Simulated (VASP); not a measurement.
# KBr (Fm-3m) in VASP: notebook, part 2 of 3

VASP 6.6.1. The steps go on from the part before.

## Step 3: Electric field gradients, PBE (volume scaled by 0.97)

The input, INCAR:

```
PREC     = Accurate       # precision mode
ENCUT    = 520            # plane-wave cutoff, eV
EDIFF    = 1E-8           # SCF threshold, eV
ISMEAR   = -1             # smearing method
SIGMA    = 0.01           # smearing width, eV
LREAL    = False          # projectors in reciprocal space
LASPH    = True           # aspherical terms in the spheres
NELM     = 80             # most SCF steps
ALGO     = Normal         # electronic algorithm
ISIF     = 2              # what is computed and relaxed
LWAVE    = False          # write WAVECAR
LCHARG   = False          # write CHGCAR
GGA      = PE             # functional
LEFG     = True         
NBANDS   = 15             # bands
```

The input, KPOINTS:

```
Automatic mesh
0
Gamma
  6 6 6
```

The input, POSCAR:

```
KBr
1.0
    0.0000000000      3.2592401503      3.2592401503
    3.2592401503      0.0000000000      3.2592401503
    3.2592401503      3.2592401503      0.0000000000
K Br
1 1
Direct
    0.0000000000      0.0000000000      0.0000000000
    0.5000000000      0.5000000000      0.5000000000
```

Potentials or basis: VASP PAW PBE potentials, release 64 (K_sv, Br).

Started as:

```sh
$ cat potpaw_PBE.64/K_sv/POTCAR potpaw_PBE.64/Br/POTCAR > POTCAR
$ mpirun -np 1 vasp_std > vasp.out
```

OUTCAR:

```text
PREC = Accurate
   ENCUT = 520
   EDIFF = 1E-8
   ISMEAR = -1
   LREAL = False
   LASPH = True
   NELM = 80
   ISIF = 2
   GGA = PE

 ion  position               nearest neighbor table
   1  0.000  0.000  0.000-   2 3.26   2 3.26   2 3.26   2 3.26   2 3.26   2 3.26
   2  0.500  0.500  0.500-   1 3.26   1 3.26   1 3.26   1 3.26   1 3.26   1 3.26

  LATTYP: Found a face centered cubic cell.
 ALAT       =     6.5184803006

  Lattice vectors:

 A1 = (   0.0000000000,   3.2592401503,   3.2592401503)
 A2 = (   3.2592401503,   0.0000000000,   3.2592401503)
 A3 = (   3.2592401503,   3.2592401503,   0.0000000000)

Analysis of symmetry for initial positions (statically):
=====================================================================
 Subroutine PRICEL returns:
 Original cell was already a primitive cell.

 Routine SETGRP: Setting up the symmetry group for a
 face centered cubic supercell.

 Subroutine GETGRP returns: Found 48 space group operations
 (whereof 48 operations were pure point group operations)
 out of a pool of 48 trial point group operations.

The static configuration has the point symmetry O_h .

Analysis of symmetry for dynamics (positions and initial velocities):
=====================================================================
 Subroutine PRICEL returns:
 Original cell was already a primitive cell.

 Routine SETGRP: Setting up the symmetry group for a
 face centered cubic supercell.

 Subroutine GETGRP returns: Found 48 space group operations
 (whereof 48 operations were pure point group operations)
 out of a pool of 48 trial point group operations.

The dynamic configuration has the point symmetry O_h .

 Subroutine INISYM returns: Found 48 space group operations
 (whereof 48 operations are pure point group operations),
 and found     1 'primitive' translations

----------------------------------------------------------------------------------------

                                     Primitive cell

  volume of cell :      69.2435

  direct lattice vectors                    reciprocal lattice vectors
     0.000000000  3.259240150  3.259240150    -0.153409990  0.153409990  0.153409990
     3.259240150  0.000000000  3.259240150     0.153409990 -0.153409990  0.153409990
     3.259240150  3.259240150  0.000000000     0.153409990  0.153409990 -0.153409990

  length of vectors
     4.609261624  4.609261624  4.609261624     0.265713898  0.265713898  0.265713898

  position of ions in fractional coordinates (direct lattice)
     0.000000000  0.000000000  0.000000000
     0.500000000  0.500000000  0.500000000

  ion indices of the primitive-cell ions
   primitive index   ion index
                 1           1
                 2           2

----------------------------------------------------------------------------------------

 KPOINTS: Automatic mesh

[... 74 lines left out ...]
   EFERMI_NEDOS =   21; number of points for ismear=-14 and -15
   IALGO  =     38    algorithm
   IMIX   =      4    mixing-type and parameters
     AMIX     =   0.40;   BMIX     =  1.00
     AMIX_MAG =   1.60;   BMIX_MAG =  1.00
  volume/ion in A,a.u.               =      34.62       233.64
  Fermi-wavevector in a.u.,A,eV,Ry     =   1.004589  1.898398 13.730990  1.009199
  Thomas-Fermi vector in A             =   2.137215
   LORBIT       =      0    0 simple, 1 ext, 2 COOP (PROOUT), +10 PAW based schemes
   GGA     = PE    functional components
   LHFCALC =     F    Hartree Fock is set to
   AEXX    =    0.0000 exact exchange contribution
   IVDW    =     0    specifies the selected vdW correction
   LEPSILON=     F    determine dielectric tensor
   LRPA    =     F    only Hartree local field effects (RPA)
 non-spin polarized calculation
  energy-cutoff  :      520.00
  volume of cell :       69.24
 maximum number of plane-waves:      1892
 NGX is ok and might be reduce to    36
   NGX = 17   NGY = 17   NGZ = 17

 number of electron      16.0000001 magnetization

 Free energy of the ion-electron system (eV)
  ---------------------------------------------------
  ext. energy  EPLUGINS =         0.00000000
  ---------------------------------------------------
  free energy    TOTEN  =        -6.19694361 eV

  energy without entropy =       -6.19694361  energy(sigma->0) =       -6.19694361

 E-fermi :  -1.3705     XC(G=0):  -7.5209

 val. band max:       -1.5881500306   @ k =   0.0000   0.0000   0.0000
 cond. band min:       2.9481802509   @ k =   0.0000   0.0000   0.0000
 fundamental gap:      4.5363302815
 Fermi energy:        -1.3704555604

 k-point     1 :       0.0000    0.0000    0.0000
  band No.  band energies     occupation
      1     -29.2917      2.00000
      2     -13.9277      2.00000
      3     -12.7721      2.00000
      4     -12.7721      2.00000
      5     -12.7721      2.00000
      6      -1.5882      2.00000
      7      -1.5882      2.00000
      8      -1.5882      2.00000
      9       2.9482      0.00000
     10       6.0209      0.00000
     11       6.0209      0.00000
     12       6.0209      0.00000
     13       6.8681      0.00000
     14       6.8681      0.00000
[... 257 lines left out ...]
      2     -13.8991      2.00000
      3     -12.8618      2.00000
      4     -12.8298      2.00000
      5     -12.7025      2.00000
      6      -2.3315      2.00000
      7      -2.0980      2.00000
      8      -2.0600      2.00000
      9       5.0025      0.00000
     10       6.4871      0.00000
     11       6.8034      0.00000
     12       7.7977      0.00000
     13       8.5168      0.00000
     14       9.3286      0.00000
     15       9.9192      0.00000

------------------------ aborting loop because EDIFF is reached ----------------------------------------

  FORCE on cell =-STRESS in cart. coord.  units (eV):
  Direction    XX          YY          ZZ          XY          YZ          ZX
  --------------------------------------------------------------------------------------
  -------------------------------------------------------------------------------------
  Total        0.6252057      0.6252057      0.6252057     -0.0000000     -0.0000000     -0.0000000
  in kB       14.4662000     14.4662000     14.4662000     -0.0000000     -0.0000000     -0.0000000
  external PRESSURE =      14.4662000 kB  Pullay stress =       0.0000000 kB

 VOLUME and BASIS-vectors are now :
 -----------------------------------------------------------------------------
  energy-cutoff  :      520.00
  volume of cell :       69.24
      direct lattice vectors                 reciprocal lattice vectors
     0.000000000  3.259240150  3.259240150    -0.153409990  0.153409990  0.153409990
     3.259240150  0.000000000  3.259240150     0.153409990 -0.153409990  0.153409990
     3.259240150  3.259240150  0.000000000     0.153409990  0.153409990 -0.153409990

 POSITION                                       TOTAL-FORCE (eV/Angst)
 -----------------------------------------------------------------------------------
      0.00000      0.00000      0.00000        -0.000000      0.000000      0.000000
      3.25924      3.25924      3.25924         0.000000     -0.000000     -0.000000
 -----------------------------------------------------------------------------------
    total drift:                                0.000000      0.000000      0.000000

  FREE ENERGIE OF THE ION-ELECTRON SYSTEM (eV)
  ---------------------------------------------------
  free  energy   TOTEN  =        -6.1969436085 eV

  energy  without entropy=       -6.1969436085  energy(sigma->0) =       -6.19694361

 Electric field gradients (V/A^2)
---------------------------------------------------------------------
 ion       V_xx      V_yy      V_zz      V_xy      V_xz      V_yz
---------------------------------------------------------------------
   1      -0.000    -0.000     0.000    -0.000    -0.000    -0.000
   2      -0.000    -0.000     0.000     0.000     0.000     0.000
---------------------------------------------------------------------

 Electric field gradients after diagonalization (V/A^2)
 (convention: |V_zz| > |V_xx| > |V_yy|)
----------------------------------------------------------------------
 ion       V_xx      V_yy      V_zz     asymmetry (V_yy - V_xx)/ V_zz
----------------------------------------------------------------------
   1       0.000     0.000    -0.000       0.000
   2      -0.000    -0.000     0.001       0.000
----------------------------------------------------------------------

           NMR quadrupolar parameters

 Cq : quadrupolar parameter    Cq=e*Q*V_zz/h
 eta: asymmetry parameters     (V_yy - V_xx)/ V_zz
 Q  : nuclear electric quadrupole moment in mb (millibarn)
----------------------------------------------------------------------
 ion       Cq(MHz)       eta       Q (mb)
----------------------------------------------------------------------
   1      -0.000       0.000       1.000
   2       0.000       0.000       1.000
----------------------------------------------------------------------
```

It took 38 s on 1 thread of Intel Xeon 8259CL, shared host; peak memory 0.21 GiB.

What came out:

| Item | Value |
| --- | --- |
| Free energy | -6.1969 eV |
| Pressure | 1.4 GPa |
| Band gap on the k mesh | 4.54 eV, direct |

Caveat: the cell differs from its parent crystal (volume scaled by 0.97); without QUAD_EFG the Cq values of the log hold for a quadrupole moment of 1 mb, not for the nuclei.

## Step 4: Electric field gradients, PBE

This run uses another cell than the first one, of 35.69 Å³/atom, 1.063 times its volume.

The input, INCAR:

```
SYSTEM = KBr
PREC = Accurate
ENCUT = 520
EDIFF = 1E-8
ISMEAR = -1
SIGMA = 0.01
LREAL = .False.
LASPH = .True.
NELM = 60
ALGO = Normal
ISIF = 2
LWAVE = .False.
LCHARG = .False.
GGA = PE
LEFG = .True.
NBANDS = 15
```

The input, KPOINTS:

```
Automatic mesh
0
Gamma
  6 6 6
  0 0 0
```

The input, POSCAR:

```
KBr
1.0
    0.0000000000      3.2925000000      3.2925000000
    3.2925000000      0.0000000000      3.2925000000
    3.2925000000      3.2925000000      0.0000000000
K Br
1 1
Direct
    0.0000000000      0.0000000000      0.0000000000
    0.5000000000      0.5000000000      0.5000000000
```

Potentials or basis: VASP PAW PBE potentials, release 64 (K_sv, Br).

Started as:

```sh
$ cat potpaw_PBE.64/K_sv/POTCAR potpaw_PBE.64/Br/POTCAR > POTCAR
$ mpirun -np 1 vasp_std > vasp.out
```

OUTCAR:

```text
SYSTEM = KBr
   PREC = Accurate
   ENCUT = 520
   EDIFF = 1E-8
   ISMEAR = -1
   LREAL = .False.
   LASPH = .True.
   NELM = 60
   ISIF = 2
   GGA = PE

 ion  position               nearest neighbor table
   1  0.000  0.000  0.000-   2 3.29   2 3.29   2 3.29   2 3.29   2 3.29   2 3.29
   2  0.500  0.500  0.500-   1 3.29   1 3.29   1 3.29   1 3.29   1 3.29   1 3.29

  LATTYP: Found a face centered cubic cell.
 ALAT       =     6.5850000000

  Lattice vectors:

 A1 = (   0.0000000000,   3.2925000000,   3.2925000000)
 A2 = (   3.2925000000,   0.0000000000,   3.2925000000)
 A3 = (   3.2925000000,   3.2925000000,   0.0000000000)

Analysis of symmetry for initial positions (statically):
=====================================================================
 Subroutine PRICEL returns:
 Original cell was already a primitive cell.

 Routine SETGRP: Setting up the symmetry group for a
 face centered cubic supercell.

[... 466 lines left out ...]
      direct lattice vectors                 reciprocal lattice vectors
     0.000000000  3.292500000  3.292500000    -0.151860289  0.151860289  0.151860289
     3.292500000  0.000000000  3.292500000     0.151860289 -0.151860289  0.151860289
     3.292500000  3.292500000  0.000000000     0.151860289  0.151860289 -0.151860289

 POSITION                                       TOTAL-FORCE (eV/Angst)
 -----------------------------------------------------------------------------------
      0.00000      0.00000      0.00000         0.000000     -0.000000      0.000000
      3.29250      3.29250      3.29250        -0.000000      0.000000     -0.000000
 -----------------------------------------------------------------------------------
    total drift:                                0.000000      0.000000      0.000000

  FREE ENERGIE OF THE ION-ELECTRON SYSTEM (eV)
  ---------------------------------------------------
  free  energy   TOTEN  =        -6.2125519752 eV

  energy  without entropy=       -6.2125519752  energy(sigma->0) =       -6.21255198

 Electric field gradients (V/A^2)
---------------------------------------------------------------------
 ion       V_xx      V_yy      V_zz      V_xy      V_xz      V_yz
---------------------------------------------------------------------
   1       0.000    -0.000     0.000     0.000     0.000     0.000
   2       0.000     0.000    -0.000     0.001     0.001     0.001
---------------------------------------------------------------------

 Electric field gradients after diagonalization (V/A^2)
 (convention: |V_zz| > |V_xx| > |V_yy|)
----------------------------------------------------------------------
 ion       V_xx      V_yy      V_zz     asymmetry (V_yy - V_xx)/ V_zz
----------------------------------------------------------------------
   1      -0.000    -0.000     0.000       0.000
   2      -0.001    -0.001     0.001       0.000
----------------------------------------------------------------------

           NMR quadrupolar parameters

 Cq : quadrupolar parameter    Cq=e*Q*V_zz/h
 eta: asymmetry parameters     (V_yy - V_xx)/ V_zz
 Q  : nuclear electric quadrupole moment in mb (millibarn)
----------------------------------------------------------------------
 ion       Cq(MHz)       eta       Q (mb)
----------------------------------------------------------------------
   1       0.000       0.000       1.000
   2       0.000       0.000       1.000
----------------------------------------------------------------------
```

OSZICAR:

```text
N       E                     dE             d eps       ncg     rms          rms(c)
DAV:   1     0.995023007910E+02    0.99502E+02   -0.69364E+03   480   0.943E+02
DAV:   2    -0.259398996897E+00   -0.99762E+02   -0.92478E+02   599   0.230E+02
DAV:   3    -0.612840001579E+01   -0.58690E+01   -0.58367E+01   662   0.496E+01
DAV:   4    -0.638179114146E+01   -0.25339E+00   -0.25334E+00   694   0.874E+00
DAV:   5    -0.638374720086E+01   -0.19561E-02   -0.19560E-02   648   0.918E-01    0.315E+00
DAV:   6    -0.621350229812E+01    0.17024E+00   -0.21678E-01   592   0.224E+00    0.230E+00
DAV:   7    -0.620252223963E+01    0.10980E-01   -0.10908E-01   641   0.177E+00    0.103E+00
DAV:   8    -0.621142386104E+01   -0.89016E-02   -0.12464E-02   539   0.794E-01    0.107E-01
DAV:   9    -0.621226612857E+01   -0.84227E-03   -0.85771E-04   641   0.179E-01    0.804E-02
DAV:  10    -0.621253307173E+01   -0.26694E-03   -0.26606E-04   501   0.936E-02    0.116E-02
DAV:  11    -0.621255007654E+01   -0.17005E-04   -0.25588E-05   636   0.289E-02    0.574E-03
DAV:  12    -0.621255174192E+01   -0.16654E-05   -0.41940E-06   494   0.135E-02    0.152E-03
DAV:  13    -0.621255185570E+01   -0.11378E-06   -0.11123E-07   708   0.171E-03    0.568E-04
DAV:  14    -0.621255197319E+01   -0.11749E-06   -0.19666E-08   556   0.891E-04    0.372E-04
DAV:  15    -0.621255197515E+01   -0.19625E-08   -0.16114E-09   429   0.226E-04
   1 F= -.62125520E+01 E0= -.62125520E+01  d E =-.149068E-13
```

Wall time 37 s (1 thread of Intel Xeon 8259CL, shared host); peak memory 0.21 GiB.

What came out:

| Quantity | Value |
| --- | --- |
| Free energy | -6.2126 eV |
| Pressure | 0.9 GPa |
| Band gap on the k mesh | 4.45 eV, direct |

Levels at points of the mesh, in eV from the valence-band top:
```tsv
k point	band 5	band 6	band 7	band 8	band 9	band 10	band 11	band 12
(0.00, 0.00, 0.00)	-11.24	0.00	0.00	0.00	4.45	7.61	7.61	7.61
(0.50, 0.00, 0.00)	-10.99	-1.19	-0.34	-0.34	6.61	8.26	9.78	9.78
(0.50, 0.50, 0.00)	-11.28	-0.82	-0.29	-0.29	5.86	7.22	9.38	9.55
```

Caveat: without QUAD_EFG the Cq values of the log hold for a quadrupole moment of 1 mb, not for the nuclei.

(Part 2 of 3 ends here.)
